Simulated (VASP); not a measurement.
Here is a VASP 6.6.1 calculation.

File POSCAR:

```
N
1.0
    5.7113810776      0.0000000000      0.0000000000
    0.0000000000      5.7113810776      0.0000000000
    0.0000000000      0.0000000000      5.7113810776
N
8
Direct
    0.0552465387      0.0552465387      0.0552465387
    0.4447534613      0.9447534613      0.5552465387
    0.5552465387      0.4447534613      0.9447534613
    0.9447534613      0.5552465387      0.4447534613
    0.9447534613      0.9447534613      0.9447534613
    0.5552465387      0.0552465387      0.4447534613
    0.4447534613      0.5552465387      0.0552465387
    0.0552465387      0.4447534613      0.5552465387
```

Contents of INCAR.step1:

```
SYSTEM = N
PREC = Accurate ; ENCUT = 520
ISMEAR = 0 ; SIGMA = 0.02
LREAL = .False. ; LASPH = .True.
NELM = 100 ; NBANDS = 30
GGA = PE ; ALGO = Normal
EDIFF = 1E-4 ; LWAVE = .True.
LCHARG = .False.
```

Contents of INCAR.step2:

```
SYSTEM = N
PREC = Accurate ; ENCUT = 520
EDIFF = 1E-7 ; ISMEAR = 0
SIGMA = 0.02 ; LREAL = .False.
LASPH = .True. ; NELM = 100
ALGO = Normal ; ISIF = 2
LWAVE = .False. ; LCHARG = .False.
METAGGA = R2SCAN ; LMIXTAU = .True.
NBANDS = 30 ; ISTART = 1
```

File KPOINTS:

```
regular mesh
0
Gamma
  4 4 4
  0 0 0
```

Potentials or basis: VASP PAW PBE potentials, release 64 (N).

Launch:

```console
$ cat potpaw_PBE.64/N/POTCAR > POTCAR
$ cp INCAR.step1 INCAR
$ mpirun -np 1 vasp_std > vasp.out
$ cp INCAR.step2 INCAR
$ mpirun -np 1 vasp_std > vasp.out
```

What does it give for the largest force?

2.300 eV/Å.

What does it give for the pressure?

2.6 GPa.

Predict the band gap on the k mesh.

8.19 eV, indirect (least direct gap 8.21 eV).

Forces on the atoms (eV/Å):
```
N    1.328  1.328  1.328
N   -1.328 -1.328  1.328
N    1.328 -1.328 -1.328
N   -1.328  1.328 -1.328
N   -1.328 -1.328 -1.328
N    1.328  1.328 -1.328
N   -1.328  1.328  1.328
N    1.328 -1.328  1.328
```

Caveat: the standard files for N, O and F lose accuracy on very short bonds; the PAW data sets were made with another functional, which shifts forces and pressure a little. r2SCAN opens gaps a little over a GGA but as a rule still falls short of measured ones.
